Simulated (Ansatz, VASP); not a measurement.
# CoO: VASP beside Ansatz

```
Co O
1.0
     2.63144    0.00000    0.00000
     0.00000    2.63144    0.00000
     0.00000    0.00000    2.63144
Co O
1 1
Direct
  0.00000 0.00000 0.00000
  0.50000 0.50000 0.50000
```

Alike in both runs: task single point; functional r2SCAN; k mesh 10 × 10 × 10; occupations gaussian, width 0.02 eV; no spin polarisation; Hubbard terms Co d U = 3.32 eV.

```csv
,VASP,Ansatz
version,VASP 6.6.1,Ansatz 0.2.0
potentials or method,"VASP PAW PBE potentials, release 64 (Co_sv, O), cutoff 660 eV","scalar-relativistic, plane waves, PAW"
valence electrons in the cell,23,23
```

Ansatz gave:

- gap on the k mesh at the Fermi level (eV): none
- pressure (GPa): -21.6

Task: Estimate VASP's values.

Result: gap on the k mesh at the Fermi level (eV): none; pressure (GPa): -23.8.

VASP's potentials were made for PBE, not for r2SCAN. The programs project onto different local orbitals, so the same U acts differently, and such runs can settle in different states. A gap of «none» marks a metal or a gap that the smearing closes. Ansatz's warnings: filled band counts differ across k points.
